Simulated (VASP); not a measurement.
Set up this calculation in VASP 6.6.1, as the native input.

```
Task                   : single point
Functional             : r2SCAN
Potentials or basis    : VASP PAW PBE potentials, release 64 (Cd, S)
Cutoff                 : 520 eV
k mesh                 : 9 × 9 × 4
Occupations            : gaussian, width 0.01 eV
Spin                   : no spin polarisation
Dipole correction      : no
Further INCAR settings : ALGO = Normal; EDIFF = 1e-06; NBANDS = 26
```

CdS:

```
CELL_PARAMETERS angstrom
4.12453 0.00000 0.00000
-2.06227 3.57195 0.00000
0.00000 0.00000 6.70921
ATOMIC_POSITIONS crystal
Cd 0.33333 0.66667 0.95392
Cd 0.66667 0.33333 0.45392
S 0.33333 0.66667 0.42308
S 0.66667 0.33333 0.92308
```

This cell differs from its parent crystal: atoms displaced along a vibrational mode.

One way to write it, as run:

POSCAR

```
CdS
1.0
    4.1245340209      0.0000000000      0.0000000000
   -2.0622670104      3.5719512409      0.0000000000
    0.0000000000      0.0000000000      6.7092066446
Cd S
2 2
Direct
    0.3333333333      0.6666666667     -0.0460803400
    0.6666666667      0.3333333333      0.4539196600
    0.3333333333      0.6666666667      0.4230803400
    0.6666666667      0.3333333333      0.9230803400
```

INCAR.step1

```
ALGO = Normal
EDIFF = 1E-4
ENCUT = 520
GGA = PE
ISMEAR = 0
LASPH = True
LCHARG = False
LREAL = False
LWAVE = True
NBANDS = 26
NELM = 80
PREC = Accurate
SIGMA = 0.01
```

INCAR.step2

```
ALGO = Normal
EDIFF = 1E-6
ENCUT = 520
ISIF = 2
ISMEAR = 0
ISTART = 1
LASPH = True
LCHARG = False
LMIXTAU = True
LREAL = False
LWAVE = False
METAGGA = R2SCAN
NBANDS = 26
NELM = 80
PREC = Accurate
SIGMA = 0.01
```

KPOINTS

```
k-points
0
Gamma
  9 9 4
```

Potentials or basis: VASP PAW PBE potentials, release 64 (Cd, S).

Run with:

```sh
$ cat potpaw_PBE.64/Cd/POTCAR potpaw_PBE.64/S/POTCAR > POTCAR
$ cp INCAR.step1 INCAR
$ mpirun -np 1 vasp_std > vasp.out
$ cp INCAR.step2 INCAR
$ mpirun -np 1 vasp_std > vasp.out
```

Results of the run:

* Pressure: 5.9 GPa
* Largest force: 0.449 eV/Å
* Band gap on the k mesh: 1.92 eV

Caveat: the cell differs from its parent crystal (atoms displaced along a vibrational mode); the cell stands under pressure; the PAW data sets were made with another functional, which shifts forces and pressure a little.

It took 6.1 min on 1 thread of Intel Xeon 8259CL (shared host), peak memory 0.27 GiB.
